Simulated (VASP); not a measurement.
Write the native input for VASP 6.6.1 that does the following.

```
Task                   : single point
Functional             : PBE
Potentials or basis    : VASP PAW PBE potentials, release 64 (Na_pv, F)
Cutoff                 : 600 eV
k mesh                 : 6 × 6 × 6
Occupations            : gaussian, width 0.01 eV
Spin                   : no spin polarisation
Dipole correction      : no
Further INCAR settings : ALGO = Normal; EDIFF = 1e-06; NBANDS = 14
```

The structure of NaF lies in POSCAR:

```
NaF
1.0
    0.0000000000      2.3713985840      2.3713985840
    2.3713985840      0.0000000000      2.3713985840
    2.3713985840      2.3713985840      0.0000000000
Na F
1 1
Direct
    0.0000000000      0.0000000000      0.0000000000
    0.5000000000      0.5000000000      0.5000000000
```

This cell differs from its parent crystal: volume changed by +10%.

The input as run:

INCAR

```
PREC = Accurate ; ENCUT = 600
EDIFF = 1E-6 ; ISMEAR = 0
SIGMA = 0.01 ; LREAL = False
LASPH = True ; NELM = 120
ALGO = Normal ; ISIF = 2
LWAVE = False ; LCHARG = True
GGA = PE ; LELF = True
LVHAR = True ; NBANDS = 14
GGA_COMPAT = False
```

KPOINTS

```
regular mesh
0
Gamma
  6 6 6
```

Potentials or basis: VASP PAW PBE potentials, release 64 (Na_pv, F).

The run is started by

```bash
$ cat potpaw_PBE.64/Na_pv/POTCAR potpaw_PBE.64/F/POTCAR > POTCAR
$ mpirun -np 1 vasp_std > vasp.out
```

Results of the run:

The pressure is -1.4 GPa and the band gap on the k mesh is 5.94 eV, direct.

It took 14 s on 1 thread of Intel Xeon 8259CL, on a shared host, peak memory 0.14 GiB.
